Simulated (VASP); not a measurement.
# Hf4N (Im-3m) in VASP: further runs, part 2 of 2

VASP 6.6.1. The steps go on from the part before.

### Step 4. Relaxation of cell and atoms, PBE

INCAR reads:

```
ALGO = Normal
EDIFF = 1E-6
EDIFFG = -0.04
ENCUT = 600
GGA = PE
IBRION = 2
ISIF = 3
ISMEAR = 0
LASPH = True
LCHARG = False
LREAL = False
LWAVE = False
NELM = 80
NSW = 90
PREC = Accurate
SIGMA = 0.1
```

KPOINTS reads:

```
k-points
0
Gamma
  4 4 4
```

POSCAR reads:

```
Hf4N
1.0
   -2.7658246800      2.7658246800      2.7658246800
    2.7658246800     -2.7658246800      2.7658246800
    2.7658246800      2.7658246800     -2.7658246800
Hf N
4 1
Direct
    0.5000000000      0.5000000000      0.5000000000
    0.5000000000      0.0000000000      0.0000000000
    0.0000000000      0.0000000000      0.5000000000
    0.0000000000      0.5000000000      0.0000000000
    0.0000000000      0.0000000000      0.0000000000
```

Potentials or basis: VASP PAW PBE potentials, release 64 (Hf_pv, N).

Command:

```
$ cat potpaw_PBE.64/Hf_pv/POTCAR potpaw_PBE.64/N/POTCAR > POTCAR
$ mpirun -np 1 vasp_std > vasp.out
```

OUTCAR:

```text
EDIFF = 1E-6
   EDIFFG = -0.04
   ENCUT = 600
   GGA = PE
   IBRION = 2
   ISIF = 3
   ISMEAR = 0
   LASPH = True
   LREAL = False
   NELM = 80
   NSW = 90
   PREC = Accurate

 ion  position               nearest neighbor table
   1  0.500  0.500  0.500-   5 2.40   5 2.40   4 2.77   2 2.77   2 2.77   4 2.77   3 2.77   3 2.77

   2  0.500  0.000  0.000-   5 2.40   5 2.40   4 2.77   1 2.77   1 2.77   3 2.77   3 2.77   4 2.77

   3  0.000  0.000  0.500-   5 2.40   5 2.40   4 2.77   1 2.77   2 2.77   4 2.77   2 2.77   1 2.77

   4  0.000  0.500  0.000-   5 2.40   5 2.40   3 2.77   1 2.77   2 2.77   3 2.77   1 2.77   2 2.77

   5  0.000  0.000  0.000-   1 2.40   2 2.40   3 2.40   4 2.40   3 2.40   4 2.40   2 2.40   1 2.40

  LATTYP: Found a body centered cubic cell.
 ALAT       =     5.5316493600

  Lattice vectors:

 A1 = (  -2.7658246800,   2.7658246800,   2.7658246800)
 A2 = (   2.7658246800,  -2.7658246800,   2.7658246800)
 A3 = (   2.7658246800,   2.7658246800,  -2.7658246800)

Analysis of symmetry for initial positions (statically):
=====================================================================
 Subroutine PRICEL returns:
 Original cell was already a primitive cell.

 Routine SETGRP: Setting up the symmetry group for a
 body centered cubic supercell.
[... 149 lines left out ...]

 number of electron      44.9999998 magnetization

 Free energy of the ion-electron system (eV)
  ---------------------------------------------------
  ext. energy  EPLUGINS =         0.00000000
  ---------------------------------------------------
  free energy    TOTEN  =       -46.56878687 eV

  energy without entropy =      -46.55166810  energy(sigma->0) =      -46.56022749

------------------------ aborting loop because EDIFF is reached ----------------------------------------

  FORCE on cell =-STRESS in cart. coord.  units (eV):
  Direction    XX          YY          ZZ          XY          YZ          ZX
  --------------------------------------------------------------------------------------
  -------------------------------------------------------------------------------------
  Total        6.5195579      6.5195579      6.5195579      0.0000000      0.0000000     -0.0000000
  in kB      123.4226300    123.4226300    123.4226300      0.0000000      0.0000000     -0.0000000
  external PRESSURE =     123.4226300 kB  Pullay stress =       0.0000000 kB
[... 65 lines left out ...]
--------------------------------------- Ionic step        3  -------------------------------------------

 number of electron      45.0000009 magnetization

 Free energy of the ion-electron system (eV)
  ---------------------------------------------------
  ext. energy  EPLUGINS =         0.00000000
  ---------------------------------------------------
  free energy    TOTEN  =       -46.85794469 eV

  energy without entropy =      -46.83720177  energy(sigma->0) =      -46.84757323

 E-fermi :   5.1047     XC(G=0): -11.4540

 val. band max:        5.0601143795   @ k =   0.5000   0.5000   0.2500
 cond. band min:       5.1568180657   @ k =   0.5000   0.0000   0.0000
 fundamental gap:      0.0967036862
 Fermi energy:         5.1046754770

 k-point     1 :       0.0000    0.0000    0.0000
  band No.  band energies     occupation
      1     -25.9010      2.00000
      2     -25.9010      2.00000
      3     -25.9010      2.00000
      4     -25.7519      2.00000
      5     -25.7519      2.00000
      6     -25.7519      2.00000
[... 261 lines left out ...]
  FREE ENERGIE OF THE ION-ELECTRON SYSTEM (eV)
  ---------------------------------------------------
  free  energy   TOTEN  =       -46.8579446943 eV

  energy  without entropy=      -46.8372017695  energy(sigma->0) =      -46.84757323

 reached required accuracy - stopping structural energy minimisation
```

CONTCAR:

```text
Hf4N
   1.00000000000000
    -2.8528226835072119    2.8528226835072119    2.8528226835072119
     2.8528226835072119   -2.8528226835072119    2.8528226835072119
     2.8528226835072119    2.8528226835072119   -2.8528226835072119
  Hf              N
     4     1
Direct
     0.5000000000000000    0.5000000000000000    0.5000000000000000
     0.5000000000000000    0.0000000000000000    0.0000000000000000
     0.0000000000000000    0.0000000000000000    0.5000000000000000
     0.0000000000000000    0.5000000000000000    0.0000000000000000
     0.0000000000000000    0.0000000000000000    0.0000000000000000

  0.00000000E+00  0.00000000E+00  0.00000000E+00
  0.00000000E+00  0.00000000E+00  0.00000000E+00
  0.00000000E+00  0.00000000E+00  0.00000000E+00
  0.00000000E+00  0.00000000E+00  0.00000000E+00
  0.00000000E+00  0.00000000E+00  0.00000000E+00
```

Run time: 41 s. Hardware: 1 thread of Intel Xeon 6975P-C (Granite Rapids), shared host; peak memory 0.25 GiB.

Results:

- Free energy: -46.8579 eV
- Relaxed volume: 18.57 Å³/atom
- Relaxed cell: a = 4.941 Å, b = 4.941 Å, c = 4.941 Å, α = 109.47°, β = 109.47°, γ = 109.47°
- Space group after relaxing (to 0.05 Å): Im-3m (No. 229)
- Energy gained by relaxing: 57.8 meV/atom
- Ionic steps: 3
- Pressure after relaxing: -0.2 GPa

Step by step:
```tsv
step	energy change (eV)	largest force (eV/Å)	pressure (GPa)	volume (Å³)
1	0.0000	0.0000	12.34	84.63
2	-0.0333	0.0000	-8.61	101.63
3	-0.2892	0.0000	-0.16	92.87
```

Final structure:
```yaml
crystal:
  lattice:
    - [-2.85282, 2.85282, 2.85282]
    - [2.85282, -2.85282, 2.85282]
    - [2.85282, 2.85282, -2.85282]
  atoms:
    - { symbol: Hf, position: [0.50000, 0.50000, 0.50000] }
    - { symbol: Hf, position: [0.50000, 0.00000, 0.00000] }
    - { symbol: Hf, position: [0.00000, 0.00000, 0.50000] }
    - { symbol: Hf, position: [0.00000, 0.50000, 0.00000] }
    - { symbol: N, position: [0.00000, 0.00000, 0.00000] }
```

Caveat: the k points lie up to 0.39 Å⁻¹ apart in the final cell; spin-orbit coupling is left out, which moves the levels of the heavy elements.

### Step 5. Summary

```csv
task,cell,cutoff (eV),gap on the mesh (eV),pressure (GPa)
single point,"a = 4.791 Å, angles 109.5°, 5 atoms",520,none,12.4
single point,"a = 4.949 Å, angles 109.5°, 5 atoms",520,none,-0.6
relaxation of cell and atoms,"relaxed from a = 4.791 Å, angles 109.5°, 5 atoms",600,none,-0.2
```

Alike in all rows: level PBE; potentials or basis VASP PAW PBE potentials, release 64 (Hf_pv, N); no spin polarisation; k mesh 4 × 4 × 4; smearing gaussian 0.1 eV.

Caveats: all runs use coarse meshes; spin-orbit coupling is left out, which moves the levels of the heavy elements.

Absolute energies hang on the potentials; compare differences alone.
